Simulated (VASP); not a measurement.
# MoS2 (P6_3/mmc) in VASP: a series of runs, part 2 of 2

VASP 6.6.1. Earlier steps stand in the parts before.

## Step 3: Single point, PBEsol (20.06 Å³/atom)

INCAR reads:

```
SYSTEM = MoS2
ALGO = Normal
EDIFF = 1E-7
ENCUT = 520
GGA = PS
ISIF = 2
ISMEAR = 1
LASPH = .TRUE.
LCHARG = .TRUE.
LELF = .TRUE.
LREAL = .FALSE.
LVHAR = .TRUE.
LWAVE = .FALSE.
NBANDS = 35
NELM = 80
PREC = Accurate
SIGMA = 0.105
```

KPOINTS reads:

```
k-points
0
G
  12 12 4
  0 0 0
```

POSCAR reads:

```
MoS2
1.0
    3.3024325193      0.0000000000      0.0000000000
   -1.6512162597      2.8599904560      0.0000000000
    0.0000000000      0.0000000000     12.7414451461
Mo S
2 4
Direct
    0.3333333333      0.6666666667      0.2500000000
    0.6666666667      0.3333333333      0.7500000000
    0.3333333333      0.6666666667      0.6259932117
    0.6666666667      0.3333333333      0.1259932117
    0.3333333333      0.6666666667      0.8740067883
    0.6666666667      0.3333333333      0.3740067883
```

Potentials or basis: VASP PAW PBE potentials, release 64 (Mo_sv, S).

Command:

```sh
cat potpaw_PBE.64/Mo_sv/POTCAR potpaw_PBE.64/S/POTCAR > POTCAR
mpirun -np 1 vasp_std > vasp.out
```

OUTCAR:

```text
SYSTEM = MoS2
   EDIFF = 1E-7
   ENCUT = 520
   GGA = PS
   ISIF = 2
   ISMEAR = 1
   LASPH = .TRUE.
   LREAL = .FALSE.
   NELM = 80
   PREC = Accurate

 ion  position               nearest neighbor table
   1  0.333  0.667  0.250-   4 2.48   6 2.48   4 2.48   6 2.48   4 2.48   6 2.48
   2  0.667  0.333  0.750-   3 2.48   5 2.48   3 2.48   5 2.48   3 2.48   5 2.48
   3  0.333  0.667  0.626-   2 2.48   2 2.48   2 2.48
   4  0.667  0.333  0.126-   1 2.48   1 2.48   1 2.48
   5  0.333  0.667  0.874-   2 2.48   2 2.48   2 2.48
[... 1123 lines left out ...]
  -------------------------------------------------------------------------------------
  Total      -10.9358186    -10.9358186     -7.9086389      0.0000000      0.0000000      0.0000000
  in kB     -145.5943942   -145.5943942   -105.2919342      0.0000000      0.0000000      0.0000000
  external PRESSURE =    -132.1602409 kB  Pullay stress =       0.0000000 kB

 VOLUME and BASIS-vectors are now :
 -----------------------------------------------------------------------------
  energy-cutoff  :      520.00
  volume of cell :      120.34
      direct lattice vectors                 reciprocal lattice vectors
     3.302432519  0.000000000  0.000000000     0.302807096  0.174825758  0.000000000
    -1.651216260  2.859990456  0.000000000     0.000000000  0.349651516  0.000000000
     0.000000000  0.000000000 12.741445146     0.000000000  0.000000000  0.078484033

 POSITION                                       TOTAL-FORCE (eV/Angst)
 -----------------------------------------------------------------------------------
     -0.00000      1.90666      3.18536        -0.000000      0.000000     -0.000000
      1.65122      0.95333      9.55608         0.000000     -0.000000     -0.000000
     -0.00000      1.90666      7.97606        -0.000000      0.000000      1.207838
      1.65122      0.95333      1.60534        -0.000000     -0.000000      1.207838
     -0.00000      1.90666     11.13611         0.000000      0.000000     -1.207838
      1.65122      0.95333      4.76539        -0.000000      0.000000     -1.207838
 -----------------------------------------------------------------------------------
    total drift:                                0.000000     -0.000000      0.000000

  FREE ENERGIE OF THE ION-ELECTRON SYSTEM (eV)
  ---------------------------------------------------
  free  energy   TOTEN  =       -46.2831466039 eV

  energy  without entropy=      -46.2831948144  energy(sigma->0) =      -46.28316267
```

OSZICAR:

```text
N       E                     dE             d eps       ncg     rms          rms(c)
DAV:   1     0.419760232237E+03    0.41976E+03   -0.28848E+04  4438   0.139E+03
DAV:   2    -0.273140406655E+02   -0.44707E+03   -0.43332E+03  4900   0.351E+02
DAV:   3    -0.492935702226E+02   -0.21980E+02   -0.21558E+02  4912   0.704E+01
DAV:   4    -0.497549170040E+02   -0.46135E+00   -0.45972E+00  4764   0.103E+01
DAV:   5    -0.497641088219E+02   -0.91918E-02   -0.91900E-02  4685   0.148E+00    0.286E+01
DAV:   6    -0.474810938064E+02    0.22830E+01   -0.15964E+01  4293   0.245E+01    0.119E+01
DAV:   7    -0.466863711081E+02    0.79472E+00   -0.70522E+00  4297   0.163E+01    0.682E+00
DAV:   8    -0.462880489198E+02    0.39832E+00   -0.94989E-01  4416   0.617E+00    0.259E+00
DAV:   9    -0.462922672247E+02   -0.42183E-02   -0.11801E-01  4552   0.169E+00    0.111E+00
DAV:  10    -0.462835952994E+02    0.86719E-02   -0.35965E-02  4335   0.129E+00    0.449E-01
DAV:  11    -0.462834322054E+02    0.16309E-03   -0.21491E-03  4325   0.251E-01    0.265E-01
DAV:  12    -0.462831478165E+02    0.28439E-03   -0.62840E-04  4429   0.144E-01    0.989E-02
DAV:  13    -0.462831423302E+02    0.54864E-05   -0.17746E-04  4628   0.716E-02    0.180E-02
DAV:  14    -0.462831456046E+02   -0.32744E-05   -0.68634E-06  4474   0.133E-02    0.143E-02
DAV:  15    -0.462831465190E+02   -0.91440E-06   -0.13212E-06  4187   0.481E-03    0.565E-03
DAV:  16    -0.462831466916E+02   -0.17267E-06   -0.20521E-07  4087   0.218E-03    0.297E-03
DAV:  17    -0.462831466039E+02    0.87779E-07   -0.63732E-08  2578   0.149E-03
   1 F= -.46283147E+02 E0= -.46283163E+02  d E =0.482105E-04
```

stdout:

```text
POSCAR found type information on POSCAR MoS
 POSCAR found :  2 types and       6 ions
 scaLAPACK will be used
 -----------------------------------------------------------------------------
|                                                                             |
|                                                                             |
|     You enforced a specific xc type in the INCAR file but a different       |
|     I HOPE YOU KNOW WHAT YOU ARE DOING!                                     |
|                                                                             |
 -----------------------------------------------------------------------------

 LDA part: xc-table for (Slater+PW92), standard interpolation
 POSCAR, INCAR and KPOINTS ok, starting setup
 FFT: planning ... GRIDC
 FFT: planning ... GRID_SOFT
 FFT: planning ... GRID
 WAVECAR not read
 entering main loop
```

Run time: 3.6 min. Hardware: 1 thread of AMD EPYC 7R13 (Zen 3), shared host; peak memory 0.33 GiB.

What came out:

* Free energy: -46.2831 eV
* Pressure: -13.2 GPa
* Largest force: 1.208 eV/Å
* Band gap on the k mesh: 0.73 eV (least direct gap 1.35 eV)

Forces in eV/Å, atoms in the order of the input:
```
Mo   0.000  0.000  0.000
Mo   0.000  0.000  0.000
S    0.000  0.000  1.208
S    0.000  0.000  1.208
S    0.000  0.000 -1.208
S    0.000  0.000 -1.208
```

Caveat: the cell stands under tension; the PAW data sets were made with another functional, which shifts forces and pressure a little; this functional lacks dispersion, which binds the layers, so the pressure and a relaxed spacing across them are unreliable.

## Step 4: Single point, PBEsol (20.06 Å³/atom)

INCAR reads:

```
SYSTEM = MoS2
PREC = Accurate ; ENCUT = 520
EDIFF = 1E-6 ; ISMEAR = 1
SIGMA = 0.121 ; LREAL = .False.
LASPH = .True. ; NELM = 60
ALGO = Normal ; ISIF = 2
LWAVE = .False. ; LCHARG = .False.
GGA = PS ; NBANDS = 35
```

KPOINTS reads:

```
Automatic mesh
0
Gamma
  12 12 4
  0 0 0
```

Changes to POSCAR since step 3:

```diff
@@ -2,5 +2,5 @@
 1.0
-    3.3024325193      0.0000000000      0.0000000000
-   -1.6512162597      2.8599904560      0.0000000000
-    0.0000000000      0.0000000000     12.7414451461
+    3.1080750118      0.0000000000      0.0000000000
+   -1.5540375059      2.6916719171      0.0000000000
+    0.0000000000      0.0000000000     14.3847927696
 Mo S
```

Command:

```sh
cat potpaw_PBE.64/Mo_sv/POTCAR potpaw_PBE.64/S/POTCAR > POTCAR
mpirun -np 1 vasp_std > vasp.out
```

Wall time 3 min (1 thread of AMD EPYC 7R13 (Zen 3), shared host); peak memory 0.32 GiB.

The run converged. Its results:

| Quantity | Value |
| --- | --- |
| Free energy | -45.3911 eV |
| Pressure | -14.1 GPa |
| Largest force | 3.085 eV/Å |
| Band gap on the k mesh | 0.84 eV (least direct gap 1.46 eV) |

Forces in eV/Å, atoms in the order of the input:
```
Mo   0.000  0.000  0.000
Mo   0.000  0.000  0.000
S    0.000  0.000  3.085
S    0.000  0.000  3.085
S    0.000  0.000 -3.085
S    0.000  0.000 -3.085
```

Stress tensor (GPa, compression positive):
```
 -6.07   0.00   0.00
  0.00  -6.07   0.00
  0.00   0.00 -30.00
```

Levels at points of the mesh, in eV from the valence-band top:
```csv
k point,band 24,band 25,band 26,band 27,band 28,band 29
"(0.00, 0.00, 0.00)",-0.60,-0.59,-0.59,2.54,2.54,2.58
"(0.50, 0.00, 0.00)",-0.88,-0.41,-0.34,2.37,2.54,2.55
"(0.00, 0.00, 0.50)",-0.59,-0.59,-0.59,2.56,2.56,2.56
"(0.50, 0.00, 0.50)",-0.90,-0.38,-0.38,2.48,2.48,2.55
```

Caveat: the cell stands under tension; the PAW data sets were made with another functional, which shifts forces and pressure a little; this functional lacks dispersion, which binds the layers, so the pressure and a relaxed spacing across them are unreliable. A k mesh can miss the band edges.

## Step 5: Single point, PBEsol (20.06 Å³/atom)

INCAR reads:

```
ALGO     = Normal         # electronic algorithm
EDIFF    = 1E-6           # SCF threshold, eV
ENCUT    = 520            # plane-wave cutoff, eV
GGA      = PS             # functional
ISIF     = 2              # what is computed and relaxed
ISMEAR   = 1              # smearing method
LASPH    = T              # aspherical terms in the spheres
LCHARG   = T              # write CHGCAR
LELF     = T              # ELF
LREAL    = F              # projectors in reciprocal space
LVHAR    = T            
LWAVE    = F              # write WAVECAR
NBANDS   = 35             # bands
NELM     = 60             # most SCF steps
PREC     = Accurate       # precision mode
SIGMA    = 0.159          # smearing width, eV
```

KPOINTS reads:

```
k-points
0
Gamma
  12 12 4
```

Changes to POSCAR since step 4:

```diff
@@ -2,5 +2,5 @@
 1.0
-    3.1080750118      0.0000000000      0.0000000000
-   -1.5540375059      2.6916719171      0.0000000000
-    0.0000000000      0.0000000000     14.3847927696
+    3.1844051911      0.0000000000      0.0000000000
+   -1.5922025956      2.7577757915      0.0000000000
+    0.0000000000      0.0000000000     13.7034508590
 Mo S
```

Command:

```sh
cat potpaw_PBE.64/Mo_sv/POTCAR potpaw_PBE.64/S/POTCAR > POTCAR
mpirun -np 1 vasp_std > vasp.out
```

It took 3.1 min on 1 thread of AMD EPYC 7R13 (Zen 3), shared host; peak memory 0.32 GiB.

Results (log left out):

| Quantity | Value |
| --- | --- |
| Free energy | -46.0541 eV |
| Pressure | -14.0 GPa |
| Largest force | 2.389 eV/Å |
| Band gap on the k mesh | 1.10 eV (least direct gap 1.80 eV) |

Forces on the atoms (eV/Å):
```
Mo   0.000  0.000  0.000
Mo   0.000  0.000  0.000
S    0.000  0.000  2.389
S    0.000  0.000  2.389
S    0.000  0.000 -2.389
S    0.000  0.000 -2.389
```

Stress tensor (GPa, compression positive):
```
 -9.80   0.00   0.00
  0.00  -9.80   0.00
  0.00   0.00 -22.30
```

Levels at points of the mesh, in eV from the valence-band top:
```csv
k point,band 24,band 25,band 26,band 27,band 28,band 29
"(0.00, 0.00, 0.00)",-1.05,-0.89,-0.15,2.50,2.50,2.54
"(0.50, 0.00, 0.00)",-0.80,-0.76,-0.67,2.21,2.22,2.38
"(0.00, 0.00, 0.50)",-1.06,-0.38,-0.38,2.52,2.52,2.52
"(0.50, 0.00, 0.50)",-0.80,-0.71,-0.71,2.21,2.21,2.49
```

Caveat: the cell stands under tension; the PAW data sets were made with another functional, which shifts forces and pressure a little; this functional lacks dispersion, which binds the layers, so the pressure and a relaxed spacing across them are unreliable. A k mesh can miss the band edges.

## Step 6: Summary

| cell | smearing | gap on the mesh (eV) | pressure (GPa) | largest force (eV/Å) |
| --- | --- | --- | --- | --- |
| a = 3.146, b = 3.146, c = 14.040 Å, angles 90.0, 90.0, 120.0°, 6 atoms | methfessel-paxton 0.139 eV | 0.97 | -14.1 | 2.75 |
| a = 3.302, b = 3.302, c = 12.741 Å, angles 90.0, 90.0, 120.0°, 6 atoms | methfessel-paxton 0.105 eV | 0.73 | -13.2 | 1.21 |
| a = 3.108, b = 3.108, c = 14.385 Å, angles 90.0, 90.0, 120.0°, 6 atoms | methfessel-paxton 0.121 eV | 0.84 | -14.1 | 3.09 |
| a = 3.184, b = 3.184, c = 13.703 Å, angles 90.0, 90.0, 120.0°, 6 atoms | methfessel-paxton 0.159 eV | 1.10 | -14.0 | 2.39 |

Alike in all rows: task single point; level PBEsol; potentials or basis VASP PAW PBE potentials, release 64 (Mo_sv, S); no spin polarisation; k mesh 12 × 12 × 4; cutoff (eV) 520.

Caveats: the cell stands under tension; the PAW data sets were made with another functional, which shifts forces and pressure a little; this functional lacks dispersion, which binds the layers, so the pressure and a relaxed spacing across them are unreliable.

Total energies depend on the potentials used, so only differences within one code and one set of settings carry meaning.
